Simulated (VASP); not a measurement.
Cr: single point with BLYP

The system is Cr.

```
Cr
1.0
     4.17284    0.00000    0.00000
    -2.08642    3.61379    0.00000
     0.00000    0.00000    2.24318
Cr
3
Direct
  0.00000 0.00000 0.00000
  0.33333 0.66667 0.50000
  0.66667 0.33333 0.50000
```

This isn't the form of Cr at room conditions, which is bcc.

```
Program             : VASP 6.6.1
Task                : single point
Functional          : BLYP
Potentials or basis : VASP PAW PBE potentials, release 64 (Cr_pv)
Cutoff              : 520 eV
k mesh              : 10 × 10 × 15
Occupations         : fermi-dirac, width 0.1 eV
Spin                : no spin polarisation
```

```json
{
 "Pressure": "21.4 GPa",
 "Band gap on the k mesh": "zero (bands 18 and 19 overlap by 1.16 eV)"
}
```

Stress tensor (GPa, compression positive):
```
20.40  0.00  0.00
 0.00 20.40  0.00
 0.00  0.00 23.42
```

Levels at points of the mesh, in eV from the Fermi level:
```
           k point  band 15  band 16  band 17  band 18  band 19  band 20  band 21  band 22
(0.00, 0.00, 0.00)    -2.10    -2.10    -2.04    -0.41    -0.41     1.41     1.41     1.48
(0.50, 0.00, 0.00)    -2.11    -1.97    -1.76     0.75     0.83     1.40     1.55     1.63
```

It took 66 s on 1 thread of Intel(R) Xeon(R) 6975P-C (Granite Rapids) (shared host), peak memory 0.18 GiB.

Caveat: the cell stands under pressure; the PAW data sets were made with another functional, which shifts forces and pressure a little; the run has no spin polarisation, though such a crystal can be magnetic. Spin polarisation is off, so any magnetic state and its effect on volume and gap are missing.
